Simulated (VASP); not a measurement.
Input of a VASP 6.6.1 run:

INCAR

```
SYSTEM = BN
PREC = Accurate
ENCUT = 520
EDIFF = 1E-6
ISMEAR = -1
SIGMA = 0.02
LREAL = .FALSE.
LASPH = .TRUE.
NELM = 60
ALGO = Normal
ISIF = 2
LWAVE = .FALSE.
LCHARG = .FALSE.
GGA = PS
NBANDS = 16
```

File KPOINTS:

```
regular mesh
0
G
  11 11 4
  0 0 0
```

The input POSCAR:

```
BN
1.0
    2.5205749141      0.0000000000      0.0000000000
   -1.2602874571      2.1828819078      0.0000000000
    0.0000000000      0.0000000000      6.7053151929
B N
2 2
Direct
    0.3333333333      0.6666666667      0.2500000000
    0.6666666667      0.3333333333      0.7500000000
    0.3333333333      0.6666666667      0.7500000000
    0.6666666667      0.3333333333      0.2500000000
```

Potentials or basis: VASP PAW PBE potentials, release 64 (B, N).

Launch:

```sh
$ cat potpaw_PBE.64/B/POTCAR potpaw_PBE.64/N/POTCAR > POTCAR
$ mpirun -np 1 vasp_std > vasp.out
```

Problem. Predict the band gap on the k mesh.

Solution. 4.21 eV, indirect (least direct gap 4.56 eV).

Problem. What does it give for the pressure?

Solution. -3.9 GPa.

Stress tensor (GPa, compression positive):
```
-6.16  0.00  0.00
 0.00 -6.16  0.00
 0.00  0.00  0.53
```

Caveat: the PAW data sets were made with another functional, which shifts forces and pressure a little; this functional lacks dispersion, which binds the layers, so the pressure and a relaxed spacing across them are unreliable. A k mesh can miss the band edges.
